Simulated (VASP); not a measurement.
# BF (P4/mmm) in VASP: single point with PBE

Aim: the single point of BF with PBE.

Everything below comes from runs of VASP 6.6.1. Logs are shortened: lines on timing, memory, paths and dates and some standing lists are left out, and cuts for length are marked.

### 1 The cell of the first run

The structure is tetragonal, space group P4/mmm (No. 123). Conventional cell: a = 2.822 Å, b = 2.822 Å, c = 2.038 Å, α = 90.00°, β = 90.00°, γ = 90.00°. Within 2.6 Å of B (site symmetry 4/mmm) lie 4 F at 2.00 Å and 2 B at 2.04 Å. Within 2.6 Å of F (site symmetry 4/mmm) lie 4 B at 2.00 Å and 2 F at 2.04 Å.

### 2 Single point, PBE

Contents of INCAR:

```
SYSTEM = BF
PREC = Accurate ; ENCUT = 600
EDIFF = 1E-6 ; ISMEAR = 0
SIGMA = 0.2 ; LREAL = .False.
LASPH = .True. ; NELM = 120
ALGO = Normal ; ISIF = 2
LWAVE = .False. ; LCHARG = .False.
GGA = PE ; NBANDS = 12
GGA_COMPAT = .False.
```

Contents of KPOINTS:

```
Automatic mesh
0
Gamma
  8 8 6
  0 0 0
```

Contents of POSCAR:

```
BF
1.0
    2.8219843569      0.0000000000      0.0000000000
    0.0000000000      2.8219843569      0.0000000000
    0.0000000000      0.0000000000      2.0377431480
B F
1 1
Direct
    0.0000000000      0.0000000000      0.5000000000
    0.5000000000      0.5000000000      0.5000000000
```

Potentials or basis: VASP PAW PBE potentials, release 64 (B, F).

The run is started by

```sh
$ cat potpaw_PBE.64/B/POTCAR potpaw_PBE.64/F/POTCAR > POTCAR
$ mpirun -np 1 vasp_std > vasp.out
```

OUTCAR:

```text
SYSTEM = BF
   PREC = Accurate
   ENCUT = 600
   EDIFF = 1E-6
   ISMEAR = 0
   LREAL = .False.
   LASPH = .True.
   NELM = 120
   ISIF = 2
   GGA = PE

 ion  position               nearest neighbor table
   1  0.000  0.000  0.500-   2 2.00   2 2.00   2 2.00   2 2.00
   2  0.500  0.500  0.500-   1 2.00   1 2.00   1 2.00   1 2.00

  LATTYP: Found a simple tetragonal cell.
 ALAT       =     2.8219843569
 C/A-ratio  =     0.7220958341

  Lattice vectors:

 A1 = (   2.8219843569,   0.0000000000,   0.0000000000)
 A2 = (   0.0000000000,   2.8219843569,   0.0000000000)
 A3 = (   0.0000000000,   0.0000000000,   2.0377431480)

Analysis of symmetry for initial positions (statically):
=====================================================================
 Subroutine PRICEL returns:
 Original cell was already a primitive cell.

 Routine SETGRP: Setting up the symmetry group for a
 simple tetragonal supercell.

 Subroutine GETGRP returns: Found 16 space group operations
 (whereof 16 operations were pure point group operations)
 out of a pool of 16 trial point group operations.

The static configuration has the point symmetry D_4h.

Analysis of symmetry for dynamics (positions and initial velocities):
=====================================================================
 Subroutine PRICEL returns:
 Original cell was already a primitive cell.

 Routine SETGRP: Setting up the symmetry group for a
 simple tetragonal supercell.

 Subroutine GETGRP returns: Found 16 space group operations
 (whereof 16 operations were pure point group operations)
 out of a pool of 16 trial point group operations.

The dynamic configuration has the point symmetry D_4h.

 Subroutine INISYM returns: Found 16 space group operations
 (whereof 16 operations are pure point group operations),
 and found     1 'primitive' translations

----------------------------------------------------------------------------------------

                                     Primitive cell

  volume of cell :      16.2278

  direct lattice vectors                    reciprocal lattice vectors
     2.821984357  0.000000000  0.000000000     0.354360575  0.000000000  0.000000000
     0.000000000  2.821984357  0.000000000     0.000000000  0.354360575  0.000000000
     0.000000000  0.000000000  2.037743148     0.000000000  0.000000000  0.490738983

  length of vectors
     2.821984357  2.821984357  2.037743148     0.354360575  0.354360575  0.490738983

  position of ions in fractional coordinates (direct lattice)
     0.000000000  0.000000000  0.500000000
[... 89 lines left out ...]
   NELECT =      10.0000    total number of electrons
   NUPDOWN=      -1.0000    fix difference up-down
   EMIN   =  10.00;   EMAX   =-10.00  energy-range for DOS
   EFERMI =   0.00;   METHOD = LEGACY
   ISMEAR =     0;   SIGMA  =   0.20  broadening in eV -4-tet -1-fermi 0-gaus
   EFERMI_NEDOS =   21; number of points for ismear=-14 and -15
   IALGO  =     38    algorithm
   IMIX   =      4    mixing-type and parameters
     AMIX     =   0.40;   BMIX     =  1.00
     AMIX_MAG =   1.60;   BMIX_MAG =  1.00
  volume/ion in A,a.u.               =       8.11        54.76
  Fermi-wavevector in a.u.,A,eV,Ry     =   1.393120  2.632616 26.405971  1.940784
  Thomas-Fermi vector in A             =   2.516797
   LORBIT       =      0    0 simple, 1 ext, 2 COOP (PROOUT), +10 PAW based schemes
   GGA     = PE    functional components
   LHFCALC =     F    Hartree Fock is set to
   AEXX    =    0.0000 exact exchange contribution
   IVDW    =     0    specifies the selected vdW correction
   LEPSILON=     F    determine dielectric tensor
   LRPA    =     F    only Hartree local field effects (RPA)
 non-spin polarized calculation
 Gauss-broadening in eV      SIGMA  =   0.20
  energy-cutoff  :      600.00
  volume of cell :       16.23
 maximum number of plane-waves:       560
 NGX is ok and might be reduce to    24
   NGX = 11   NGY = 11   NGZ =  9

 number of electron      10.0000012 magnetization

 Free energy of the ion-electron system (eV)
  ---------------------------------------------------
  ext. energy  EPLUGINS =         0.00000000
  ---------------------------------------------------
  free energy    TOTEN  =        -8.10378307 eV

  energy without entropy =       -8.10342165  energy(sigma->0) =       -8.10360236

 E-fermi :   4.1828     XC(G=0): -11.4600

 val. band max:        3.9406799936   @ k =   0.5000   0.0000   0.0000
 cond. band min:       4.4060824531   @ k =   0.5000   0.0000   0.0000
 fundamental gap:      0.4654024595
 Fermi energy:         4.1828404938

 k-point     1 :       0.0000    0.0000    0.0000
  band No.  band energies     occupation
      1     -20.9801      2.00000
      2      -2.3489      2.00000
      3      -2.0628      2.00000
      4      -2.0628      2.00000
      5       3.0299      2.00000
      6      10.2847      0.00000
      7      10.2847      0.00000
      8      14.6156      0.00000
      9      17.6302      0.00000
     10      23.9985      0.00000
     11      28.1282      0.00000
     12      28.7883      0.00000
[... 331 lines left out ...]
 k-point    24 :       0.5000    0.1250    0.1667
  band No.  band energies     occupation
      1     -20.0758      2.00000
      2      -5.8449      2.00000
      3      -1.5714      2.00000
      4       1.4667      2.00000
      5       3.1445      2.00000
      6       6.1610      0.00000
      7       8.6881      0.00000
      8      14.7693      0.00000
      9      22.9836      0.00000
     10      25.0179      0.00000
     11      28.8735      0.00000
     12      31.6192      0.00000

 [... further k-points ...]

------------------------ aborting loop because EDIFF is reached ----------------------------------------

  FORCE on cell =-STRESS in cart. coord.  units (eV):
  Direction    XX          YY          ZZ          XY          YZ          ZX
  --------------------------------------------------------------------------------------
  -------------------------------------------------------------------------------------
  Total        0.0239081      0.0239081     -0.0079100      0.0000000     -0.0000000     -0.0000000
  in kB        2.3604615      2.3604615     -0.7809557      0.0000000     -0.0000000     -0.0000000
  external PRESSURE =       1.3133225 kB  Pullay stress =       0.0000000 kB

 VOLUME and BASIS-vectors are now :
 -----------------------------------------------------------------------------
  energy-cutoff  :      600.00
  volume of cell :       16.23
      direct lattice vectors                 reciprocal lattice vectors
     2.821984357  0.000000000  0.000000000     0.354360575  0.000000000  0.000000000
     0.000000000  2.821984357  0.000000000     0.000000000  0.354360575  0.000000000
     0.000000000  0.000000000  2.037743148     0.000000000  0.000000000  0.490738983

 POSITION                                       TOTAL-FORCE (eV/Angst)
 -----------------------------------------------------------------------------------
      0.00000      0.00000      1.01887         0.000000      0.000000      0.000000
      1.41099      1.41099      1.01887         0.000000      0.000000      0.000000
 -----------------------------------------------------------------------------------
    total drift:                                0.000000     -0.000000     -0.000000

  FREE ENERGIE OF THE ION-ELECTRON SYSTEM (eV)
  ---------------------------------------------------
  free  energy   TOTEN  =        -8.1037830707 eV

  energy  without entropy=       -8.1034216497  energy(sigma->0) =       -8.10360236
```

stdout:

```text
POSCAR found type information on POSCAR B F
 POSCAR found :  2 types and       2 ions
 scaLAPACK will be used
 LDA part: xc-table for (Slater+PW92), standard interpolation
 POSCAR, INCAR and KPOINTS ok, starting setup
 FFT: planning ... GRIDC
 FFT: planning ... GRID_SOFT
 FFT: planning ... GRID
 WAVECAR not read
 entering main loop
```

Run time: 12 s. Hardware: 1 thread of Intel Xeon 8259CL, shared host; peak memory 0.13 GiB.

Results:

| Property | Result |
| --- | --- |
| Free energy | -8.1038 eV |
| Pressure | 0.1 GPa |
| Band gap on the k mesh | 0.47 eV, direct |

Stress tensor (GPa, compression positive):
```
 0.24  0.00  0.00
 0.00  0.24  0.00
 0.00  0.00 -0.08
```

Caveat: the k points lie up to 0.51 Å⁻¹ apart. A k mesh can miss the band edges.
